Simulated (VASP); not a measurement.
Set up this calculation in VASP 6.6.1, as the native input.

| Item | Value |
| --- | --- |
| Task | single point |
| Functional | PBE |
| Potentials or basis | VASP PAW PBE potentials, release 64 (Bi_d) |
| Cutoff | 520 eV |
| k mesh | 6 × 6 × 6 |
| Occupations | fermi-dirac, width 0.05 eV |
| Spin | no spin polarisation |
| Dipole correction | no |
| Further INCAR settings | ALGO = Normal; EDIFF = 1e-06; NBANDS = 22 |

The structure of Bi lies in POSCAR:

```
Bi
1.0
    2.2675000000      1.3091417354      3.9773800000
   -2.2675000000      1.3091417354      3.9773800000
    0.0000000000     -2.6182834708      3.9773800000
Bi
2
Direct
    0.7660000000      0.7660000000      0.7660000000
    0.2340000000      0.2340000000      0.2340000000
```

The input as run:

INCAR

```
  PREC = Accurate
  ENCUT = 520
  EDIFF = 1E-6
  ISMEAR = -1
  SIGMA = 0.05
  LREAL = F
  LASPH = T
  NELM = 100
  ALGO = Normal
  ISIF = 2
  LWAVE = F
  LCHARG = T
  GGA = PE
  LELF = T
  LVHAR = T
  NBANDS = 22
```

KPOINTS

```
regular mesh
0
Gamma
  6 6 6
```

Potentials or basis: VASP PAW PBE potentials, release 64 (Bi_d).

Run with:

```bash
$ cat potpaw_PBE.64/Bi_d/POTCAR > POTCAR
$ mpirun -np 1 vasp_std > vasp.out
```

Results of the run:

* Pressure: 1.6 GPa
* Largest force: 0.071 eV/Å
* Band gap on the k mesh: zero (band 15 reaches 6.16 eV, above the bottom of band 16 at 6.03 eV)

Caveat: spin-orbit coupling is left out, which moves the levels of the heavy elements.

Wall time 73 s on 1 thread of Intel Xeon 8259CL, with other jobs on the host, peak memory 0.21 GiB.
